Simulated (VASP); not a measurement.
# TlBrF4 (F-43m) in VASP: single point with r2SCAN

Aim: the single point of TlBrF4 with r2SCAN.

Program: VASP 6.6.1. These are calculated values, not measurements. Logs are shortened: lines on timing, memory, paths and dates and some standing lists are left out, and cuts for length are marked.

### 1 The cell of the first run

It takes space group F-43m (No. 216, cubic). The conventional cell has a = 8.041 Å, b = 8.041 Å, c = 8.041 Å, α = 90.00°, β = 90.00°, γ = 90.00°. Within 4.3 Å of Tl (site symmetry -43m) lie 12 F at 3.30 Å and 6 Br at 4.02 Å. Br (site symmetry -43m) has 4 F at 2.03 Å within 2.7 Å. Within 2.7 Å of F (site symmetry 3m) lie 1 Br at 2.03 Å and 3 F at 2.38 Å.

### 2 Single point, r2SCAN

File POSCAR:

```
TlBrF4
1.0
    0.0000000000      4.0206710000      4.0206710000
    4.0206710000      0.0000000000      4.0206710000
    4.0206710000      4.0206710000      0.0000000000
Tl Br F
1 1 4
Direct
    0.5000000000      0.5000000000      0.5000000000
    0.0000000000      0.0000000000      0.0000000000
    0.1455276071      0.1455276071      0.1455276071
    0.5634171786      0.1455276071      0.1455276071
    0.1455276071      0.1455276071      0.5634171786
    0.1455276071      0.5634171786      0.1455276071
```

File INCAR.step1:

```
SYSTEM = TlBrF4
PREC     = Accurate       ! precision mode
ENCUT    = 520            ! plane-wave cutoff, eV
ISMEAR   = 1              ! smearing method
SIGMA    = 0.1001         ! smearing width, eV
LREAL    = .False.        ! projectors in reciprocal space
LASPH    = .True.         ! aspherical terms in the spheres
NELM     = 80             ! most SCF steps
NBANDS   = 33             ! bands
GGA      = PE             ! functional
ALGO     = Normal         ! electronic algorithm
EDIFF    = 1E-4           ! SCF threshold, eV
LWAVE    = .True.         ! write WAVECAR
LCHARG   = .False.        ! write CHGCAR
```

File INCAR.step2:

```
SYSTEM = TlBrF4
PREC     = Accurate       ! precision mode
ENCUT    = 520            ! plane-wave cutoff, eV
EDIFF    = 1E-6           ! SCF threshold, eV
ISMEAR   = 1              ! smearing method
SIGMA    = 0.1001         ! smearing width, eV
LREAL    = .False.        ! projectors in reciprocal space
LASPH    = .True.         ! aspherical terms in the spheres
NELM     = 80             ! most SCF steps
ALGO     = Normal         ! electronic algorithm
ISIF     = 2              ! what is computed and relaxed
LWAVE    = .False.        ! write WAVECAR
LCHARG   = .False.        ! write CHGCAR
METAGGA  = R2SCAN         ! meta-GGA
LMIXTAU  = .True.       
NBANDS   = 33             ! bands
ISTART   = 1
```

File KPOINTS:

```
Automatic mesh
0
Gamma
  7 7 7
  0 0 0
```

Potentials or basis: VASP PAW PBE potentials, release 64 (Tl_d, Br, F).

Started as:

```
> cat potpaw_PBE.64/Tl_d/POTCAR potpaw_PBE.64/Br/POTCAR potpaw_PBE.64/F/POTCAR > POTCAR
> cp INCAR.step1 INCAR
> mpirun -np 1 vasp_std > vasp.out
> cp INCAR.step2 INCAR
> mpirun -np 1 vasp_std > vasp.out
```

OUTCAR:

```text
SYSTEM = TlBrF4
   PREC = Accurate
   ENCUT = 520
   EDIFF = 1E-6
   ISMEAR = 1
   LREAL = .False.
   LASPH = .True.
   NELM = 80
   ISIF = 2
   METAGGA = R2SCAN
   ISTART = 1

 ion  position               nearest neighbor table
   1  0.500  0.500  0.500-
   2  0.000  0.000  0.000-   3 2.03   4 2.03   5 2.03   6 2.03
   3  0.146  0.146  0.146-   2 2.03
   4  0.563  0.146  0.146-   2 2.03
   5  0.146  0.146  0.563-   2 2.03
   6  0.146  0.563  0.146-   2 2.03

  LATTYP: Found a face centered cubic cell.
 ALAT       =     8.0413420000

  Lattice vectors:

 A1 = (   0.0000000000,   4.0206710000,   4.0206710000)
 A2 = (   4.0206710000,   0.0000000000,   4.0206710000)
 A3 = (   4.0206710000,   4.0206710000,   0.0000000000)

Analysis of symmetry for initial positions (statically):
=====================================================================
 Subroutine PRICEL returns:
 Original cell was already a primitive cell.

 Routine SETGRP: Setting up the symmetry group for a
 face centered cubic supercell.

 Subroutine GETGRP returns: Found 24 space group operations
 (whereof 24 operations were pure point group operations)
 out of a pool of 48 trial point group operations.

The static configuration has the point symmetry T_d .

Analysis of symmetry for dynamics (positions and initial velocities):
=====================================================================
 Subroutine PRICEL returns:
 Original cell was already a primitive cell.

 Routine SETGRP: Setting up the symmetry group for a
 face centered cubic supercell.

 Subroutine GETGRP returns: Found 24 space group operations
 (whereof 24 operations were pure point group operations)
 out of a pool of 48 trial point group operations.

The dynamic configuration has the point symmetry T_d .

 Subroutine INISYM returns: Found 24 space group operations
 (whereof 24 operations are pure point group operations),
 and found     1 'primitive' translations

----------------------------------------------------------------------------------------

                                     Primitive cell

  volume of cell :     129.9947

  direct lattice vectors                    reciprocal lattice vectors
     0.000000000  4.020671000  4.020671000    -0.124357352  0.124357352  0.124357352
     4.020671000  0.000000000  4.020671000     0.124357352 -0.124357352  0.124357352
     4.020671000  4.020671000  0.000000000     0.124357352  0.124357352 -0.124357352

  length of vectors
     5.686087458  5.686087458  5.686087458     0.215393252  0.215393252  0.215393252

  position of ions in fractional coordinates (direct lattice)
     0.500000000  0.500000000  0.500000000
     0.000000000  0.000000000  0.000000000
     0.145527607  0.145527607  0.145527607
     0.563417179  0.145527607  0.145527607
     0.145527607  0.145527607  0.563417179
     0.145527607  0.563417179  0.145527607

  ion indices of the primitive-cell ions
   primitive index   ion index
                 1           1
                 2           2
                 3           3
                 4           4
                 5           5
                 6           6

----------------------------------------------------------------------------------------

 KPOINTS: Automatic mesh

Automatic generation of k-mesh.
 Grid dimensions read from file:
 generate k-points for:    7    7    7

 Generating k-lattice:

  Cartesian coordinates                     Fractional coordinates (reciprocal lattice)
    -0.017765336  0.017765336  0.017765336     0.142857143  0.000000000  0.000000000
     0.017765336 -0.017765336  0.017765336     0.000000000  0.142857143  0.000000000
     0.017765336  0.017765336 -0.017765336     0.000000000  0.000000000  0.142857143

  Length of vectors
     0.030770465  0.030770465  0.030770465

  Shift w.r.t. Gamma in fractional coordinates (k-lattice)
     0.000000000  0.000000000  0.000000000

 Subroutine IBZKPT returns following result:
 ===========================================

 Found     20 irreducible k-points:

 Following reciprocal coordinates:
            Coordinates               Weight
  0.000000  0.000000  0.000000      1.000000
  0.142857  0.000000  0.000000      8.000000
  0.285714  0.000000  0.000000      8.000000
  0.428571  0.000000  0.000000      8.000000
  0.142857  0.142857  0.000000      6.000000
  0.285714  0.142857  0.000000     24.000000
[... 12 lines left out ...]
 -0.428571  0.428571  0.142857     24.000000
 -0.285714  0.428571  0.142857     24.000000
   k-points           NKPTS =     20   k-points in BZ     NKDIM =     20   number of bands    NBANDS=     33
   number of dos      NEDOS =    301   number of ions     NIONS =      6
   total plane-waves  NPLWV =  74088
   dimension x,y,z NGX =    42 NGY =   42 NGZ =   42
   dimension x,y,z NGXF=    84 NGYF=   84 NGZF=   84
   ions per type =               1   1   4
   NGX,Y,Z   is equivalent  to a cutoff of  12.28, 12.28, 12.28 a.u.
   NGXF,Y,Z  is equivalent  to a cutoff of  24.56, 24.56, 24.56 a.u.
 SYSTEM =  TlBrF4
   PREC   = accura    normal or accurate (medium, high low for compatibility)
   ISTART =      1    job   : 0-new  1-cont  2-samecut
   ICHARG =      0    charge: 1-file 2-atom 10-const
   ISPIN  =      1    spin polarized calculation?
   LNONCOLLINEAR =      F non collinear calculations
   LSORBIT =      F    spin-orbit coupling
   LASPH  =      T    aspherical Exc in radial PAW
   ENCUT  =  520.0 eV  38.22 Ry    6.18 a.u.  10.57 10.57 10.57*2*pi/ulx,y,z
   NELM   =     80;   NELMIN=  2; NELMDL=  0     # of ELM steps
   EDIFF  = 0.1E-05   stopping-criterion for ELM
   LREAL  =      F    real-space projection
   EDIFFG = 0.1E-04   stopping-criterion for IOM
   NSW    =      0    number of steps for IOM
   IBRION =     -1    ionic relax: 0-MD 1-quasi-New 2-CG
   NFREE  =      0    steps in history (QN), initial steepest desc. (CG)
   ISIF   =      2    stress and relaxation
   ISYM   =      2    0-nonsym 1-usesym 2-fastsym
   POTIM  = 0.5000    time-step for ionic-motion
   TEBEG  =    0.0;   TEEND  =   0.0 temperature during run
   PSTRESS=    0.0 pullay stress
   NELECT =      48.0000    total number of electrons
   NUPDOWN=      -1.0000    fix difference up-down
   EMIN   =  10.00;   EMAX   =-10.00  energy-range for DOS
   EFERMI =   0.00;   METHOD = LEGACY
   ISMEAR =     1;   SIGMA  =   0.10  broadening in eV -4-tet -1-fermi 0-gaus
   EFERMI_NEDOS =   21; number of points for ismear=-14 and -15
   IALGO  =     38    algorithm
   IMIX   =      4    mixing-type and parameters
     AMIX     =   0.40;   BMIX     =  1.00
     AMIX_MAG =   1.60;   BMIX_MAG =  1.00
  volume/ion in A,a.u.               =      21.67       146.21
  Fermi-wavevector in a.u.,A,eV,Ry     =   1.174483  2.219451 18.768014  1.379410
  Thomas-Fermi vector in A             =   2.310879
   LORBIT       =      0    0 simple, 1 ext, 2 COOP (PROOUT), +10 PAW based schemes
   METAGGA = R2SCAN    functional components
   LHFCALC =     F    Hartree Fock is set to
   AEXX    =    0.0000 exact exchange contribution
   IVDW    =     0    specifies the selected vdW correction
   LEPSILON=     F    determine dielectric tensor
   LRPA    =     F    only Hartree local field effects (RPA)
 non-spin polarized calculation
 Methfessel and Paxton  Order N= 1 SIGMA  =   0.10
  energy-cutoff  :      520.00
  volume of cell :      129.99
 maximum number of plane-waves:      3531
 NGX is ok and might be reduce to    42
   NGX = 21   NGY = 21   NGZ = 21

 number of electron      48.0000001 magnetization

 Free energy of the ion-electron system (eV)
  ---------------------------------------------------
  ext. energy  EPLUGINS =         0.00000000
  ---------------------------------------------------
  free energy    TOTEN  =       -81.75503260 eV

  energy without entropy =      -81.75830921  energy(sigma->0) =      -81.75612480

 E-fermi :   0.5529     XC(G=0):  -8.3021

 val. band max:        0.5322747025   @ k =   0.0000   0.0000   0.0000
 cond. band min:       0.5912904407   @ k =   0.1429   0.0000   0.0000
 fundamental gap:      0.0590157383
 Fermi energy:         0.5529051942

 k-point     1 :       0.0000    0.0000    0.0000
  band No.  band energies     occupation
      1     -24.4844      2.00000
      2     -23.4765      2.00000
      3     -23.4765      2.00000
      4     -23.4765      2.00000
      5     -16.4899      2.00000
      6     -10.8112      2.00000
[... 25 lines left out ...]
     32      10.1251      0.00000
     33      10.1251      0.00000

 k-point     2 :       0.1429    0.0000    0.0000
  band No.  band energies     occupation
      1     -24.4532      2.00000
      2     -23.5210      2.00000
      3     -23.4770      2.00000
      4     -23.4770      2.00000
      5     -16.4547      2.00000
      6     -10.8110      2.00000
[... 25 lines left out ...]
     32      10.2250      0.00000
     33      10.2251      0.00000

 k-point     3 :       0.2857    0.0000    0.0000
  band No.  band energies     occupation
      1     -24.3696      2.00000
      2     -23.6329      2.00000
      3     -23.4774      2.00000
      4     -23.4773      2.00000
      5     -16.3749      2.00000
      6     -10.8097      2.00000
[... 25 lines left out ...]
     32      10.4612      0.00000
     33      10.4613      0.00000

 k-point     4 :       0.4286    0.0000    0.0000
  band No.  band energies     occupation
      1     -24.2794      2.00000
      2     -23.7454      2.00000
      3     -23.4778      2.00000
      4     -23.4778      2.00000
      5     -16.3105      2.00000
      6     -10.8076      2.00000
[... 529 lines left out ...]
     32      10.7148      0.00000
     33      11.1009      0.00000

 k-point    19 :      -0.4286    0.4286    0.1429
  band No.  band energies     occupation
      1     -24.1249      2.00000
      2     -23.9198      2.00000
      3     -23.4789      2.00000
      4     -23.4786      2.00000
      5     -16.2472      2.00000
      6     -10.8067      2.00000
[... 25 lines left out ...]
     32      10.8937      0.00000
     33      11.3550      0.00000

 k-point    20 :      -0.2857    0.4286    0.1429
  band No.  band energies     occupation
      1     -24.0963      2.00000
      2     -23.9501      2.00000
      3     -23.4791      2.00000
      4     -23.4786      2.00000
      5     -16.2418      2.00000
      6     -10.8065      2.00000
[... 25 lines left out ...]
     32      10.7932      0.00000
     33      11.2123      0.00000

------------------------ aborting loop because EDIFF is reached ----------------------------------------

  FORCE on cell =-STRESS in cart. coord.  units (eV):
  Direction    XX          YY          ZZ          XY          YZ          ZX
  --------------------------------------------------------------------------------------
  -------------------------------------------------------------------------------------
  Total        2.3569761      2.3569761      2.3569761      0.0000000      0.0000000      0.0000000
  in kB       29.0495997     29.0495997     29.0495997      0.0000000      0.0000000      0.0000000
  external PRESSURE =      29.0495997 kB  Pullay stress =       0.0000000 kB

 VOLUME and BASIS-vectors are now :
 -----------------------------------------------------------------------------
  energy-cutoff  :      520.00
  volume of cell :      129.99
      direct lattice vectors                 reciprocal lattice vectors
     0.000000000  4.020671000  4.020671000    -0.124357352  0.124357352  0.124357352
     4.020671000  0.000000000  4.020671000     0.124357352 -0.124357352  0.124357352
     4.020671000  4.020671000  0.000000000     0.124357352  0.124357352 -0.124357352

 POSITION                                       TOTAL-FORCE (eV/Angst)
 -----------------------------------------------------------------------------------
      4.02067      4.02067      4.02067         0.000000      0.000000      0.000000
      0.00000      0.00000      0.00000         0.000000      0.000000      0.000000
      1.17024      1.17024      1.17024         0.034016      0.034016      0.034016
      1.17024      2.85043      2.85043         0.034016     -0.034016     -0.034016
      2.85043      2.85043      1.17024        -0.034016     -0.034016      0.034016
      2.85043      1.17024      2.85043        -0.034016      0.034016     -0.034016
 -----------------------------------------------------------------------------------
    total drift:                                0.000010      0.000010      0.000010

  FREE ENERGIE OF THE ION-ELECTRON SYSTEM (eV)
  ---------------------------------------------------
  free  energy   TOTEN  =       -81.7550325969 eV

  energy  without entropy=      -81.7583092101  energy(sigma->0) =      -81.75612480
```

Run time: 8 min. Hardware: 1 thread of Oxide Virtual Turin-like, shared host; peak memory 0.3 GiB.

Results:

| Quantity | Value |
| --- | --- |
| Free energy | -81.7550 eV |
| Pressure | 2.9 GPa |
| Largest force | 0.059 eV/Å |
| Band gap on the k mesh | zero (filled and empty bands touch) |

Forces in eV/Å, atoms in the order of the input:
```
Tl   0.000  0.000  0.000
Br   0.000  0.000  0.000
F    0.034  0.034  0.034
F    0.034 -0.034 -0.034
F   -0.034 -0.034  0.034
F   -0.034  0.034 -0.034
```

Caveat: the PAW data sets were made with another functional, which shifts forces and pressure a little; spin-orbit coupling is left out, which moves the levels of the heavy elements.

The gap in the log of VASP goes by the Fermi energy; the results here count the filled bands.